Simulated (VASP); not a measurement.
# HfN (I4/mmm) in VASP: notebook

Runs on HfN. Level: PBEsol. Tasks: single point.

All numbers are computed with VASP 6.6.1; they aren't measurements. Logs are shortened: lines on timing, memory, paths and dates and some standing lists are left out, and cuts for length are marked.

**1. The cell of the first run**

The structure is tetragonal, space group I4/mmm (No. 139). The conventional cell has a = 3.115 Å, b = 3.115 Å, c = 4.744 Å, α = 90.00°, β = 90.00°, γ = 90.00°. Hf (site symmetry 4/mmm) has 6 N at 2.20 to 2.37 Å within 2.9 Å. N (site symmetry 4/mmm) has 6 Hf at 2.20 to 2.37 Å within 2.9 Å.

**2. Single point, PBEsol (strain -0.025 along x and y, +0.050 along z)**

INCAR

```
SYSTEM = HfN
ALGO = Normal ; EDIFF = 1E-6
ENCUT = 520 ; GGA = PS
ISIF = 2 ; ISMEAR = 0
LASPH = .TRUE. ; LCHARG = .FALSE.
LREAL = .FALSE. ; LWAVE = .FALSE.
NBANDS = 14 ; NELM = 80
PREC = Accurate ; SIGMA = 0.15
```

KPOINTS

```
k-points
0
G
  18 18 18
  0 0 0
```

POSCAR

```
HfN
1.0
    0.0000000000      2.2025250000      2.3719500000
    2.2025250000      0.0000000000      2.3719500000
    2.2025250000      2.2025250000      0.0000000000
Hf N
1 1
Direct
    0.0000000000      0.0000000000      0.0000000000
    0.5000000000      0.5000000000      0.5000000000
```

Potentials or basis: VASP PAW PBE potentials, release 64 (Hf_pv, N).

Started as:

```bash
$ cat potpaw_PBE.64/Hf_pv/POTCAR potpaw_PBE.64/N/POTCAR > POTCAR
$ mpirun -np 1 vasp_std > vasp.out
```

OUTCAR:

```text
SYSTEM = HfN
   EDIFF = 1E-6
   ENCUT = 520
   GGA = PS
   ISIF = 2
   ISMEAR = 0
   LASPH = .TRUE.
   LREAL = .FALSE.
   NELM = 80
   PREC = Accurate

 ion  position               nearest neighbor table
   1  0.000  0.000  0.000-   2 2.20   2 2.20   2 2.20   2 2.20   2 2.37   2 2.37
   2  0.500  0.500  0.500-   1 2.20   1 2.20   1 2.20   1 2.20   1 2.37   1 2.37

  LATTYP: Found a body centered tetragonal cell.
 ALAT       =     3.1148407265
 C/A-ratio  =     1.5229992210

  Lattice vectors:

 A1 = (  -2.2025250000,   0.0000000000,   2.3719500000)
 A2 = (   2.2025250000,   0.0000000000,   2.3719500000)
 A3 = (   0.0000000000,   2.2025250000,  -2.3719500000)

Analysis of symmetry for initial positions (statically):
=====================================================================
 Subroutine PRICEL returns:
 Original cell was already a primitive cell.

 Routine SETGRP: Setting up the symmetry group for a
 body centered tetragonal supercell.

 Subroutine GETGRP returns: Found 16 space group operations
 (whereof 16 operations were pure point group operations)
 out of a pool of 16 trial point group operations.

The static configuration has the point symmetry D_4h.

Analysis of symmetry for dynamics (positions and initial velocities):
=====================================================================
 Subroutine PRICEL returns:
 Original cell was already a primitive cell.

 Routine SETGRP: Setting up the symmetry group for a
 body centered tetragonal supercell.

 Subroutine GETGRP returns: Found 16 space group operations
 (whereof 16 operations were pure point group operations)
 out of a pool of 16 trial point group operations.

The dynamic configuration has the point symmetry D_4h.

 Subroutine INISYM returns: Found 16 space group operations
 (whereof 16 operations are pure point group operations),
 and found     1 'primitive' translations

----------------------------------------------------------------------------------------

                                     Primitive cell

  volume of cell :      23.0132

  direct lattice vectors                    reciprocal lattice vectors
     0.000000000  2.202525000  2.371950000    -0.227012179  0.227012179  0.210797024
     2.202525000  0.000000000  2.371950000     0.227012179 -0.227012179  0.210797024
     2.202525000  2.202525000  0.000000000     0.227012179  0.227012179 -0.210797024

  length of vectors
     3.236860080  3.236860080  3.114840726     0.384063073  0.384063073  0.384063073

  position of ions in fractional coordinates (direct lattice)
     0.000000000  0.000000000  0.000000000
     0.500000000  0.500000000  0.500000000

  ion indices of the primitive-cell ions
   primitive index   ion index
                 1           1
                 2           2

----------------------------------------------------------------------------------------

 KPOINTS: k-points

Automatic generation of k-mesh.
 Grid dimensions read from file:
 generate k-points for:   18   18   18

 Generating k-lattice:

  Cartesian coordinates                     Fractional coordinates (reciprocal lattice)
    -0.012611788  0.012611788  0.011710946     0.055555556  0.000000000  0.000000000
     0.012611788 -0.012611788  0.011710946     0.000000000  0.055555556  0.000000000
     0.012611788  0.012611788 -0.011710946    -0.000000000 -0.000000000  0.055555556

  Length of vectors
     0.021336837  0.021336837  0.021336837

  Shift w.r.t. Gamma in fractional coordinates (k-lattice)
     0.000000000  0.000000000  0.000000000

 Subroutine IBZKPT returns following result:
 ===========================================

 Found    480 irreducible k-points:

 Following reciprocal coordinates:
            Coordinates               Weight
  0.000000  0.000000  0.000000      1.000000
  0.055556  0.000000  0.000000      8.000000
  0.111111  0.000000  0.000000      8.000000
  0.166667  0.000000  0.000000      8.000000
  0.222222  0.000000  0.000000      8.000000
  0.277778  0.000000  0.000000      8.000000
[... 16 lines left out ...]
 -0.277778  0.055556  0.000000      8.000000
 -0.222222  0.055556  0.000000      8.000000
 [... further k-points ...]
   k-points           NKPTS =    480   k-points in BZ     NKDIM =    480   number of bands    NBANDS=     14
   number of dos      NEDOS =    301   number of ions     NIONS =      2
   total plane-waves  NPLWV =  13824
   dimension x,y,z NGX =    24 NGY =   24 NGZ =   24
   dimension x,y,z NGXF=    48 NGYF=   48 NGZF=   48
   ions per type =               1   1
   NGX,Y,Z   is equivalent  to a cutoff of  12.33, 12.33, 12.81 a.u.
   NGXF,Y,Z  is equivalent  to a cutoff of  24.65, 24.65, 25.62 a.u.
 SYSTEM =  HfN
   PREC   = accura    normal or accurate (medium, high low for compatibility)
   ISTART =      0    job   : 0-new  1-cont  2-samecut
   ICHARG =      2    charge: 1-file 2-atom 10-const
   ISPIN  =      1    spin polarized calculation?
   LNONCOLLINEAR =      F non collinear calculations
   LSORBIT =      F    spin-orbit coupling
   LASPH  =      T    aspherical Exc in radial PAW
   ENCUT  =  520.0 eV  38.22 Ry    6.18 a.u.   6.02  6.02  5.79*2*pi/ulx,y,z
   NELM   =     80;   NELMIN=  2; NELMDL= -5     # of ELM steps
   EDIFF  = 0.1E-05   stopping-criterion for ELM
   LREAL  =      F    real-space projection
   EDIFFG = 0.1E-04   stopping-criterion for IOM
   NSW    =      0    number of steps for IOM
   IBRION =     -1    ionic relax: 0-MD 1-quasi-New 2-CG
   NFREE  =      0    steps in history (QN), initial steepest desc. (CG)
   ISIF   =      2    stress and relaxation
   ISYM   =      2    0-nonsym 1-usesym 2-fastsym
   POTIM  = 0.5000    time-step for ionic-motion
   TEBEG  =    0.0;   TEEND  =   0.0 temperature during run
   PSTRESS=    0.0 pullay stress
   NELECT =      15.0000    total number of electrons
   NUPDOWN=      -1.0000    fix difference up-down
   EMIN   =  10.00;   EMAX   =-10.00  energy-range for DOS
   EFERMI =   0.00;   METHOD = LEGACY
   ISMEAR =     0;   SIGMA  =   0.15  broadening in eV -4-tet -1-fermi 0-gaus
   EFERMI_NEDOS =   21; number of points for ismear=-14 and -15
   IALGO  =     38    algorithm
   IMIX   =      4    mixing-type and parameters
     AMIX     =   0.40;   BMIX     =  1.00
     AMIX_MAG =   1.60;   BMIX_MAG =  1.00
  volume/ion in A,a.u.               =      11.51        77.65
  Fermi-wavevector in a.u.,A,eV,Ry     =   1.419426  2.682327 27.412623  2.014771
  Thomas-Fermi vector in A             =   2.540448
   LORBIT       =      0    0 simple, 1 ext, 2 COOP (PROOUT), +10 PAW based schemes
   GGA     = PS    functional components
   LHFCALC =     F    Hartree Fock is set to
   AEXX    =    0.0000 exact exchange contribution
   IVDW    =     0    specifies the selected vdW correction
   LEPSILON=     F    determine dielectric tensor
   LRPA    =     F    only Hartree local field effects (RPA)
 non-spin polarized calculation
 Gauss-broadening in eV      SIGMA  =   0.15
  energy-cutoff  :      520.00
  volume of cell :       23.01
 maximum number of plane-waves:       640
   NGX = 13   NGY = 13   NGZ = 11

 number of electron      15.0000000 magnetization

 Free energy of the ion-electron system (eV)
  ---------------------------------------------------
  ext. energy  EPLUGINS =         0.00000000
  ---------------------------------------------------
  free energy    TOTEN  =       -22.87056408 eV

  energy without entropy =      -22.86415059  energy(sigma->0) =      -22.86735734

 E-fermi :   8.2380     XC(G=0): -12.8930

 val. band max:        8.2295801962   @ k =   0.0556   0.0000   0.0000
 cond. band min:       8.2452753240   @ k =  -0.1667   0.0000   0.0556
 fundamental gap:      0.0156951278
 Fermi energy:         8.2379652628

 k-point     1 :       0.0000    0.0000    0.0000
  band No.  band energies     occupation
      1     -22.8811      2.00000
      2     -22.7858      2.00000
      3     -22.7858      2.00000
      4      -9.2526      2.00000
      5       5.0146      2.00000
      6       5.3479      2.00000
      7       5.3479      2.00000
      8       7.3084      2.00000
      9       8.1661      1.50186
     10       8.1661      1.50186
     11       8.5258      0.00664
     12      10.7207      0.00000
     13      11.2524      0.00000
     14      17.8177      0.00000

 k-point     2 :       0.0556    0.0000    0.0000
  band No.  band energies     occupation
      1     -22.8940      2.00000
      2     -22.8105      2.00000
      3     -22.7868      2.00000
      4      -9.1783      2.00000
      5       4.7512      2.00000
      6       5.0648      2.00000
      7       5.1546      2.00000
      8       7.4678      2.00000
      9       8.2296      1.06301
     10       8.2567      0.85996
     11       8.7928      0.00000
     12      10.9827      0.00000
     13      11.4714      0.00000
     14      18.0646      0.00000

 k-point     3 :       0.1111    0.0000    0.0000
  band No.  band energies     occupation
      1     -22.9561      2.00000
      2     -22.8552      2.00000
      3     -22.7898      2.00000
      4      -8.9627      2.00000
      5       4.0577      2.00000
      6       4.5022      2.00000
      7       4.6808      2.00000
      8       7.8220      1.99991
      9       8.3582      0.25690
     10       8.5062      0.01143
     11       9.4806      0.00000
     12      11.6784      0.00000
     13      12.0573      0.00000
     14      18.7608      0.00000

 k-point     4 :       0.1667    0.0000    0.0000
  band No.  band energies     occupation
      1     -23.0858      2.00000
      2     -22.8852      2.00000
      3     -22.7944      2.00000
      4      -8.6271      2.00000
      5       3.1597      2.00000
      6       3.9077      2.00000
      7       4.0991      2.00000
      8       8.2227      1.11473
      9       8.6321      0.00020
     10       8.8877      0.00000
     11      10.3571      0.00000
     12      12.6412      0.00000
     13      12.8589      0.00000
     14      19.7692      0.00000

 k-point     5 :       0.2222    0.0000    0.0000
  band No.  band energies     occupation
      1     -23.2499      2.00000
      2     -22.9112      2.00000
      3     -22.7999      2.00000
      4      -8.2027      2.00000
      5       2.2233      2.00000
      6       3.3486      2.00000
      7       3.5211      2.00000
      8       8.5864      0.00102
      9       9.1676      0.00000
     10       9.3827      0.00000
     11      11.2904      0.00000
[... 276 lines left out ...]
 k-point    22 :      -0.3333    0.0556    0.0000
  band No.  band energies     occupation
      1     -23.6321      2.00000
      2     -22.9946      2.00000
      3     -22.8028      2.00000
      4      -7.0207      2.00000
      5       0.2516      2.00000
      6       2.3305      2.00000
      7       2.4027      2.00000
      8       9.6926      0.00000
      9      10.5969      0.00000
     10      11.5478      0.00000
     11      12.5133      0.00000
     12      15.3731      0.00000
     13      16.8760      0.00000
     14      20.4424      0.00000

 k-point    23 :      -0.2778    0.0556    0.0000
  band No.  band energies     occupation
      1     -23.4929      2.00000
      2     -22.9753      2.00000
      3     -22.7946      2.00000
      4      -7.4656      2.00000
      5       0.9696      2.00000
      6       2.6578      2.00000
      7       2.7694      2.00000
      8       9.1283      0.00000
      9       9.9715      0.00000
     10      10.7625      0.00000
     11      11.7267      0.00000
     12      15.0575      0.00000
     13      15.8876      0.00000
     14      20.4938      0.00000

 k-point    24 :      -0.2222    0.0556    0.0000
  band No.  band energies     occupation
      1     -23.3295      2.00000
      2     -22.9525      2.00000
      3     -22.7878      2.00000
      4      -7.9362      2.00000
      5       1.8086      2.00000
      6       3.0928      2.00000
      7       3.2279      2.00000
      8       8.7206      0.00001
      9       9.3892      0.00000
     10       9.9465      0.00000
     11      10.8132      0.00000
     12      14.4356      0.00000
     13      14.7842      0.00000
     14      20.5111      0.00000

 [... further k-points ...]
[... 5 lines left out ...]
  --------------------------------------------------------------------------------------
  -------------------------------------------------------------------------------------
  Total        1.3967559      1.3967559     -3.3320985      0.0000000      0.0000000      0.0000000
  in kB       97.2420001     97.2420001   -231.9803458      0.0000000      0.0000000      0.0000000
  external PRESSURE =     -12.4987818 kB  Pullay stress =       0.0000000 kB

 VOLUME and BASIS-vectors are now :
 -----------------------------------------------------------------------------
  energy-cutoff  :      520.00
  volume of cell :       23.01
      direct lattice vectors                 reciprocal lattice vectors
     0.000000000  2.202525000  2.371950000    -0.227012179  0.227012179  0.210797024
     2.202525000  0.000000000  2.371950000     0.227012179 -0.227012179  0.210797024
     2.202525000  2.202525000  0.000000000     0.227012179  0.227012179 -0.210797024

 POSITION                                       TOTAL-FORCE (eV/Angst)
 -----------------------------------------------------------------------------------
      0.00000      0.00000      0.00000         0.000000     -0.000000      0.000000
      2.20253      2.20253      2.37195        -0.000000      0.000000     -0.000000
 -----------------------------------------------------------------------------------
    total drift:                                0.000000     -0.000000     -0.000000

  FREE ENERGIE OF THE ION-ELECTRON SYSTEM (eV)
  ---------------------------------------------------
  free  energy   TOTEN  =       -22.8705640838 eV

  energy  without entropy=      -22.8641505942  energy(sigma->0) =      -22.86735734
```

Wall time 70 s (1 thread of AMD EPYC 9R14 (Zen 4), shared host); peak memory 0.24 GiB.

Results:

```
Free energy : -22.8706 eV
Pressure    : -1.2 GPa
```

Caveat: the cell differs from its parent crystal (strain -0.025 along x and y, +0.050 along z); the PAW data sets were made with another functional, which shifts forces and pressure a little; spin-orbit coupling is left out, which moves the levels of the heavy elements.

**3. Single point, PBEsol (strain +0.000 along x and y, +0.025 along z)**

INCAR

```
ALGO = Normal ; EDIFF = 1E-7
ENCUT = 520 ; GGA = PS
ISIF = 2 ; ISMEAR = 0
LASPH = True ; LCHARG = False
LREAL = False ; LWAVE = False
NBANDS = 14 ; NELM = 60
PREC = Accurate ; SIGMA = 0.15
```

KPOINTS

```
k-points
0
Gamma
  18 18 18
```

POSCAR

```
HfN
1.0
    0.0000000000      2.2590000000      2.3154750000
    2.2590000000      0.0000000000      2.3154750000
    2.2590000000      2.2590000000      0.0000000000
Hf N
1 1
Direct
    0.0000000000      0.0000000000      0.0000000000
    0.5000000000      0.5000000000      0.5000000000
```

Potentials or basis: VASP PAW PBE potentials, release 64 (Hf_pv, N).

Started as:

```bash
$ cat potpaw_PBE.64/Hf_pv/POTCAR potpaw_PBE.64/N/POTCAR > POTCAR
$ mpirun -np 1 vasp_std > vasp.out
```

Run time: 80 s. Hardware: 1 thread of AMD EPYC 9R14 (Zen 4), shared host; peak memory 0.24 GiB.

Results (log left out):

| Property | Result |
| --- | --- |
| Free energy | -22.9472 eV |
| Pressure | -11.1 GPa |

Stress tensor (GPa, compression positive):
```
 -7.77   0.00   0.00
  0.00  -7.77   0.00
  0.00   0.00 -17.78
```

Levels at points of the mesh, in eV from the Fermi level:
```
           k point  band 4  band 5  band 6  band 7  band 8  band 9  band 10  band 11  band 12  band 13
(0.00, 0.00, 0.00)  -17.29   -3.02   -2.91   -2.91   -0.53   -0.25    -0.25     1.21     2.07     2.11
(0.50, 0.00, 0.00)  -14.64   -8.75   -6.06   -6.04    3.19    3.52     3.70     4.28     8.25     8.88
(0.50, 0.50, 0.00)  -16.20   -5.54   -3.68   -3.56   -3.56    3.97     5.35     5.36     5.36     7.48
(0.50, 0.00, 0.50)  -16.17   -5.30   -3.74   -3.72   -3.62    3.89     5.19     5.40     5.54     7.73
```

Caveat: the cell differs from its parent crystal (strain +0.000 along x and y, +0.025 along z); the PAW data sets were made with another functional, which shifts forces and pressure a little; spin-orbit coupling is left out, which moves the levels of the heavy elements.

(Continued in part 2 of 3.)
